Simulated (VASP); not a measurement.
# MoS2 (P6_3/mmc) in VASP: notebook

Aim: see how the results for MoS2 move with the level of theory and the settings. Levels: PBEsol, PBE. Tasks: dielectric tensor, vibrations by perturbation theory.

Program: VASP 6.6.1. These are calculated values, not measurements. Logs are shortened: lines on timing, memory, paths and dates and some standing lists are left out, and cuts for length are marked.

### Step 1. The cell of the first run

Symmetry: P6_3/mmc, No. 194, hexagonal system. The conventional cell has a = 3.169 Å, b = 3.169 Å, c = 12.324 Å, α = 90.00°, β = 90.00°, γ = 120.00°. Within 3.2 Å of Mo (site symmetry -6m2) lie 6 S at 2.41 Å and 6 Mo at 3.17 Å. Within 3.2 Å of S (site symmetry 3m) lie 3 Mo at 2.41 Å and 7 S at 3.13 to 3.17 Å.

### Step 2. Dielectric tensor, PBEsol

The input, INCAR:

```
SYSTEM = MoS2
  PREC = Accurate
  ENCUT = 520
  EDIFF = 1E-8
  ISMEAR = 0
  SIGMA = 0.01
  LREAL = .FALSE.
  LASPH = .TRUE.
  NELM = 60
  ALGO = Normal
  ISIF = 2
  LWAVE = .FALSE.
  LCHARG = .FALSE.
  GGA = PS
  LEPSILON = .TRUE.
```

The input, KPOINTS:

```
regular mesh
0
G
  8 8 2
  0 0 0
```

The input, POSCAR:

```
MoS2
1.0
    3.1690000000      0.0000000000      0.0000000000
   -1.5845000000      2.7444345046      0.0000000000
    0.0000000000      0.0000000000     12.3240000000
Mo S
2 4
Direct
    0.6666666667      0.3333333333      0.7500000000
    0.3333333333      0.6666666667      0.2500000000
    0.6666666667      0.3333333333      0.3770000000
    0.3333333333      0.6666666667      0.8770000000
    0.6666666667      0.3333333333      0.1230000000
    0.3333333333      0.6666666667      0.6230000000
```

Potentials or basis: VASP PAW PBE potentials, release 64 (Mo_sv, S).

Started as:

```console
$ cat potpaw_PBE.64/Mo_sv/POTCAR potpaw_PBE.64/S/POTCAR > POTCAR
$ mpirun -np 1 vasp_std > vasp.out
```

OUTCAR:

```text
SYSTEM = MoS2
   PREC = Accurate
   ENCUT = 520
   EDIFF = 1E-8
   ISMEAR = 0
   LREAL = .FALSE.
   LASPH = .TRUE.
   NELM = 60
   ISIF = 2
   GGA = PS
   LEPSILON = .TRUE.

 ion  position               nearest neighbor table
   1  0.667  0.333  0.750-   4 2.41   6 2.41   4 2.41   6 2.41   4 2.41   6 2.41
   2  0.333  0.667  0.250-   3 2.41   5 2.41   3 2.41   5 2.41   3 2.41   5 2.41
   3  0.667  0.333  0.377-   2 2.41   2 2.41   2 2.41
   4  0.333  0.667  0.877-   1 2.41   1 2.41   1 2.41
   5  0.667  0.333  0.123-   2 2.41   2 2.41   2 2.41
   6  0.333  0.667  0.623-   1 2.41   1 2.41   1 2.41

  LATTYP: Found a hexagonal cell.
 ALAT       =     3.1690000000
 C/A-ratio  =     3.8889239508

  Lattice vectors:

 A1 = (   3.1690000000,   0.0000000000,   0.0000000000)
 A2 = (  -1.5845000000,   2.7444345046,   0.0000000000)
 A3 = (   0.0000000000,   0.0000000000,  12.3240000000)

Analysis of symmetry for initial positions (statically):
=====================================================================
 Subroutine PRICEL returns:
 Original cell was already a primitive cell.

 Routine SETGRP: Setting up the symmetry group for a
 hexagonal supercell.

 Subroutine GETGRP returns: Found 24 space group operations
 (whereof 12 operations were pure point group operations)
 out of a pool of 24 trial point group operations.

The static configuration has the point symmetry D_3d.
 The point group associated with its full space group is D_6h.

Analysis of symmetry for dynamics (positions and initial velocities):
=====================================================================
 Subroutine PRICEL returns:
 Original cell was already a primitive cell.

 Routine SETGRP: Setting up the symmetry group for a
 hexagonal supercell.

 Subroutine GETGRP returns: Found 24 space group operations
 (whereof 12 operations were pure point group operations)
 out of a pool of 24 trial point group operations.

The dynamic configuration has the point symmetry D_3d.
 The point group associated with its full space group is D_6h.

 Subroutine INISYM returns: Found 24 space group operations
 (whereof 12 operations are pure point group operations),
 and found     1 'primitive' translations

----------------------------------------------------------------------------------------

[... 851 lines left out ...]
    total drift:                               -0.000000      0.000000     -0.000000

  FREE ENERGIE OF THE ION-ELECTRON SYSTEM (eV)
  ---------------------------------------------------
  free  energy   TOTEN  =       -46.8787688940 eV

  energy  without entropy=      -46.8787688940  energy(sigma->0) =      -46.87876889

 HEAD OF MICROSCOPIC STATIC DIELECTRIC TENSOR (INDEPENDENT PARTICLE, excluding Hartree and local field effects)
 ------------------------------------------------------
          16.310669     0.000000     0.000000
           0.000000    16.310669     0.000000
           0.000000    -0.000000    10.104693
 ------------------------------------------------------

 Free energy of the ion-electron system (eV)
  ---------------------------------------------------
  ---------------------------------------------------
  free energy    TOTEN  =        -4.51514996 eV

  energy without entropy =       -4.51514996

------------------------ aborting loop because EDIFF is reached ----------------------------------------

--------------------------------------- Ionic step        2  -------------------------------------------

------------------------ aborting loop because EDIFF is reached ----------------------------------------

--------------------------------------- Ionic step        3  -------------------------------------------

 Free energy of the ion-electron system (eV)
  ---------------------------------------------------
  ---------------------------------------------------
  free energy    TOTEN  =        -1.77545422 eV

  energy without entropy =       -1.77545422

------------------------ aborting loop because EDIFF is reached ----------------------------------------

 PIEZOELECTRIC TENSOR FIELD DIRECTION 3  (e Angst)
 -----------------------------------------------------------------------------
    -0.00055  0.00000  0.00000           ( -0.00000 -0.00000  0.00000)
     0.00000 -0.00055 -0.00000           (  0.00000 -0.00000 -0.00000)
     0.00000  0.00000  0.00100           (  0.00000 -0.00000  0.00003)

 PIEZOELECTRIC TENSOR FIELD DIRECTION 3  (C/m^2)
 -----------------------------------------------------------------------------
    -0.00008  0.00000  0.00000
     0.00000 -0.00008 -0.00000
     0.00000  0.00000  0.00015

 MACROSCOPIC STATIC DIELECTRIC TENSOR (including local field effects in DFT)
 ------------------------------------------------------
          15.361788     0.000000     0.000000
           0.000000    15.361788    -0.000000
          -0.000000     0.000000     6.675811
 ------------------------------------------------------

 PIEZOELECTRIC TENSOR (including local field effects)  for field in x, y, z        (e  Angst)
          XX          YY          ZZ          XY          YZ          ZX
  --------------------------------------------------------------------------------
  x     0.00000     0.00000     0.00000     0.00000     0.00000     0.00000
  y     0.00000     0.00000     0.00000     0.00000     0.00000     0.00000
  z     0.00000     0.00000     0.00000     0.00000     0.00000     0.00000

 PIEZOELECTRIC TENSOR (including local field effects)  for field in x, y, z        (C/m^2)
          XX          YY          ZZ          XY          YZ          ZX
  --------------------------------------------------------------------------------
  x     0.00000     0.00000     0.00000     0.00000     0.00000     0.00000
  y     0.00000     0.00000     0.00000     0.00000     0.00000     0.00000
  z     0.00000     0.00000     0.00000     0.00000     0.00000     0.00000

 BORN EFFECTIVE CHARGES (including local field effects) (in |e|, cummulative output)
 ---------------------------------------------------------------------------------
 ion    1
    1    -1.03763     0.00000     0.00000
    2     0.00000    -1.03763     0.00000
    3     0.00000     0.00000    -0.66627
 ion    2
    1    -1.03763     0.00000     0.00000
    2     0.00000    -1.03763     0.00000
    3     0.00000     0.00000    -0.66627
 ion    3
    1     0.51882     0.00000     0.00000
    2     0.00000     0.51882     0.00000
    3    -0.00000    -0.00000     0.33314
 ion    4
    1     0.51882     0.00000     0.00000
    2     0.00000     0.51882     0.00000
    3     0.00000     0.00000     0.33314
 ion    5
    1     0.51882     0.00000     0.00000
    2     0.00000     0.51882     0.00000
    3    -0.00000     0.00000     0.33314
 ion    6
    1     0.51882     0.00000     0.00000
    2     0.00000     0.51882     0.00000
    3     0.00000     0.00000     0.33314
```

OSZICAR:

```text
N       E                     dE             d eps       ncg     rms          rms(c)
DAV:   1     0.447463152863E+03    0.44746E+03   -0.29595E+04  1384   0.159E+03
DAV:   2    -0.254487826588E+02   -0.47291E+03   -0.46294E+03  1566   0.398E+02
DAV:   3    -0.493184514434E+02   -0.23870E+02   -0.23729E+02  1597   0.788E+01
DAV:   4    -0.498455855174E+02   -0.52713E+00   -0.52559E+00  1555   0.115E+01
[... 12 lines left out ...]
RMM:  17    -0.177545239924E+01    0.47802E-05   -0.69407E-05  1526   0.637E-04    0.578E-05
RMM:  18    -0.177545560016E+01   -0.32009E-05   -0.10022E-04  1356   0.629E-04    0.104E-05
RMM:  19    -0.177545411024E+01    0.14899E-05   -0.94092E-05  1208   0.627E-04    0.117E-05
RMM:  20    -0.177545339570E+01    0.71455E-06   -0.93784E-05  1207   0.625E-04    0.128E-05
RMM:  21    -0.177545421549E+01   -0.81979E-06   -0.95695E-05  1188   0.624E-04    0.109E-05
```

stdout:

```text
POSCAR found type information on POSCAR MoS
 POSCAR found :  2 types and       6 ions
 scaLAPACK will be used
 -----------------------------------------------------------------------------
|                                                                             |
|                                                                             |
|     You enforced a specific xc type in the INCAR file but a different       |
[... 28 lines left out ...]
  Direction:   1
 dielectric tensor                  component  1 :    15.362    -0.480    -0.000
 Linear response to external field, progress :
  Direction:   2
 dielectric tensor                  component  2 :    -0.469    15.361    -0.000
 Linear response to external field, progress :
  Direction:   3
 dielectric tensor                  component  3 :    -0.001    -0.000     6.676
 Born effective charges drift removed
```

Run time: 18 min. Hardware: 1 thread of Intel Xeon Platinum 8259CL at 2.50GHz (Skylake/Cascade Lake), shared host; peak memory 0.5 GiB.

Results:

| Quantity | Value |
| --- | --- |
| Band gap on the k mesh | 0.95 eV (least direct gap 1.94 eV) |
| Electronic dielectric tensor (diagonal) | 15.36, 15.36, 6.68 |
| Born charges (mean of the diagonal) | Mo -0.91; S +0.46 e |

Levels at points of the mesh, in eV from the valence-band top:
```
           k point  band 24  band 25  band 26  band 27  band 28  band 29
(0.00, 0.00, 0.00)    -1.18    -1.17     0.00     2.11     2.11     2.13
(0.50, 0.00, 0.00)    -1.51    -1.42    -1.29     1.61     1.65     1.99
(0.00, 0.00, 0.50)    -2.15    -0.27    -0.27     2.11     2.11     2.11
(0.50, 0.00, 0.50)    -1.62    -1.35    -1.35     1.63     1.63     2.14
```

Electronic dielectric tensor:
```
15.36  0.00  0.00
 0.00 15.36  0.00
 0.00  0.00  6.68
```

Born effective charge tensors (e):
atom 1, Mo
```
-1.04  0.00  0.00
 0.00 -1.04  0.00
 0.00  0.00 -0.67
```
atom 2, Mo
```
-1.04  0.00  0.00
 0.00 -1.04  0.00
 0.00  0.00 -0.67
```
atom 3, S
```
0.52 0.00 0.00
0.00 0.52 0.00
0.00 0.00 0.33
```
atom 4, S
```
0.52 0.00 0.00
0.00 0.52 0.00
0.00 0.00 0.33
```
atom 5, S
```
0.52 0.00 0.00
0.00 0.52 0.00
0.00 0.00 0.33
```
atom 6, S
```
0.52 0.00 0.00
0.00 0.52 0.00
0.00 0.00 0.33
```

 A k mesh can miss the band edges.

### Step 3. Vibrations by perturbation theory, PBE

The input, INCAR:

```
PREC = Accurate ; ENCUT = 520
EDIFF = 1E-8 ; ISMEAR = 0
SIGMA = 0.01 ; LREAL = F
LASPH = T ; NELM = 100
ALGO = Normal ; ISIF = 2
LWAVE = F ; LCHARG = F
GGA = PE ; NBANDS = 35
IBRION = 8 ; NSW = 1
LEPSILON = T
```

The input, KPOINTS:

```
regular mesh
0
Gamma
  8 8 2
```

POSCAR is that of step 2.

Potentials or basis: VASP PAW PBE potentials, release 64 (Mo_sv, S).

Started as:

```console
$ cat potpaw_PBE.64/Mo_sv/POTCAR potpaw_PBE.64/S/POTCAR > POTCAR
$ mpirun -np 1 vasp_std > vasp.out
```

OUTCAR:

```text
PREC = Accurate
   ENCUT = 520
   EDIFF = 1E-8
   ISMEAR = 0
   LREAL = F
   LASPH = T
   NELM = 100
   ISIF = 2
   GGA = PE
   IBRION = 8
   NSW = 1
   LEPSILON = T

 ion  position               nearest neighbor table
   1  0.667  0.333  0.750-   4 2.41   6 2.41   4 2.41   6 2.41   4 2.41   6 2.41
   2  0.333  0.667  0.250-   3 2.41   5 2.41   3 2.41   5 2.41   3 2.41   5 2.41
   3  0.667  0.333  0.377-   2 2.41   2 2.41   2 2.41
   4  0.333  0.667  0.877-   1 2.41   1 2.41   1 2.41
   5  0.667  0.333  0.123-   2 2.41   2 2.41   2 2.41
   6  0.333  0.667  0.623-   1 2.41   1 2.41   1 2.41

  LATTYP: Found a hexagonal cell.
 ALAT       =     3.1690000000
 C/A-ratio  =     3.8889239508

  Lattice vectors:

 A1 = (   3.1690000000,   0.0000000000,   0.0000000000)
 A2 = (  -1.5845000000,   2.7444345046,   0.0000000000)
[... 1113 lines left out ...]
  6Z    -0.000000   -0.000000   14.793611    0.000000    0.000000    0.043407    0.000000    0.000000    0.342602    0.000000    0.000000    1.836573    0.000000    0.000000    0.051126    0.000000   -0.000000  -17.067319

 Eigenvectors and eigenvalues of the dynamical matrix
 ----------------------------------------------------

   1 f  =   13.877042 THz    87.192029 2PiTHz  462.888309 cm-1    57.390810 meV
             X         Y         Z           dx          dy          dz
      1.584500  0.914812  9.243000     0.000000    0.000000   -0.440054
     -0.000000  1.829623  3.081000    -0.000000    0.000000    0.440054
      1.584500  0.914812  4.646148     0.000000   -0.000000   -0.391377
     -0.000000  1.829623 10.808148    -0.000000   -0.000000    0.391377
      1.584500  0.914812  1.515852     0.000000   -0.000000   -0.391377
     -0.000000  1.829623  7.677852    -0.000000   -0.000000    0.391377
[... 145 lines left out ...]
  18 f/i=    0.000914 THz     0.005745 2PiTHz    0.030500 cm-1     0.003781 meV
             X         Y         Z           dx          dy          dz
      1.584500  0.914812  9.243000    -0.480125    0.263054   -0.000000
     -0.000000  1.829623  3.081000    -0.480125    0.263054   -0.000000
      1.584500  0.914812  4.646148    -0.277527    0.152053   -0.000000
     -0.000000  1.829623 10.808148    -0.277527    0.152053   -0.000000
      1.584500  0.914812  1.515852    -0.277527    0.152053   -0.000000
     -0.000000  1.829623  7.677852    -0.277527    0.152053   -0.000000

--------------------------------------------------------------------------------------------------------

 MACROSCOPIC STATIC DIELECTRIC TENSOR IONIC CONTRIBUTION
 ------------------------------------------------------
           0.161490    -0.000000    -0.000000
          -0.000000     0.161490    -0.000000
          -0.000000    -0.000000     0.041381
 ------------------------------------------------------

 ELASTIC MODULI CONTR FROM IONIC RELAXATION (kBar)
 Direction    XX          YY          ZZ          XY          YZ          ZX
 --------------------------------------------------------------------------------
 XX        -366.5164   -225.0636   -846.0008     -0.0000     -0.0000      0.0000
 YY        -225.0636   -366.5164   -846.0008      0.0000     -0.0000     -0.0000
 ZZ        -846.0008   -846.0008  -2419.6807      0.0000      0.0000     -0.0000
 XY          -0.0000      0.0000      0.0000    -70.7264     -0.0000     -0.0000
 YZ          -0.0000     -0.0000      0.0000     -0.0000  -1332.6580     -0.0000
 ZX           0.0000     -0.0000     -0.0000     -0.0000     -0.0000  -1051.6326
 --------------------------------------------------------------------------------

 PIEZOELECTRIC TENSOR IONIC CONTR  for field in x, y, z        (C/m^2)
          XX          YY          ZZ          XY          YZ          ZX
  --------------------------------------------------------------------------------
  x    -0.00000     0.00000     0.00000    -0.00000    -0.00000    -0.00000
  y    -0.00000     0.00000    -0.00000    -0.00000    -0.00000     0.00000
  z    -0.00000    -0.00000    -0.00000     0.00000    -0.00000    -0.00000
```

stdout:

```text
POSCAR found type information on POSCAR MoS
 POSCAR found :  2 types and       6 ions
 scaLAPACK will be used
 LDA part: xc-table for (Slater+PW92), standard interpolation
 POSCAR, INCAR and KPOINTS ok, starting setup
 FFT: planning ... GRIDC
 FFT: planning ... GRID_SOFT
 FFT: planning ... GRID
 WAVECAR not read
[... 32 lines left out ...]
 first order change of Fermi-energy  -0.46160E-01
 force on displaced ion       1 direction 3 :   0.000   0.000 -29.813
 Born effective charge ion    1 direction 3 :   0.000   0.000  -0.602
 Linear response progress:
 first order change of Fermi-energy  -0.28515E-02
 force on displaced ion       3 direction 1 :  -9.574  -0.000   0.001
 Born effective charge ion    3 direction 1 :   0.485   0.001   0.000
 Linear response progress:
 first order change of Fermi-energy  -0.64034E+00
 force on displaced ion       3 direction 3 :   0.000   0.000 -17.067
 Born effective charge ion    3 direction 3 :   0.000   0.000   0.298
 Born effective charges drift removed
 Linear response finished
```

Run time: 19 min. Hardware: 1 thread of Intel Xeon 6975P-C (Granite Rapids), shared host; peak memory 0.68 GiB.

Results:

* Electronic dielectric tensor (diagonal): 15.33, 15.33, 6.48
* Born charges (mean of the diagonal): Mo -0.85; S +0.43 e
* Highest phonon frequency at Γ, LO-TO splitting left out: 463 cm⁻¹

Phonon frequencies in cm⁻¹ (negative: imaginary):
| q point | frequencies |
| --- | --- |
| (0.000, 0.000, 0.000) | 0 0 0 30 30 56 278 278 280 280 375 375 375 375 397 403 458 463 |

Electronic dielectric tensor:
```
15.33  0.00  0.00
 0.00 15.33  0.00
 0.00  0.00  6.48
```

Born effective charge tensors (e):
atom 1, Mo
```
-0.97  0.00  0.00
 0.00 -0.97  0.00
 0.00  0.00 -0.60
```
atom 2, Mo
```
-0.97  0.00  0.00
 0.00 -0.97  0.00
 0.00  0.00 -0.60
```
atom 3, S
```
0.49 0.00 0.00
0.00 0.49 0.00
0.00 0.00 0.30
```
atom 4, S
```
0.49 0.00 0.00
0.00 0.49 0.00
0.00 0.00 0.30
```
atom 5, S
```
0.49 0.00 0.00
0.00 0.49 0.00
0.00 0.00 0.30
```
atom 6, S
```
0.49 0.00 0.00
0.00 0.49 0.00
0.00 0.00 0.30
```

Caveat: the cell stands under pressure or tension, which shifts response properties.
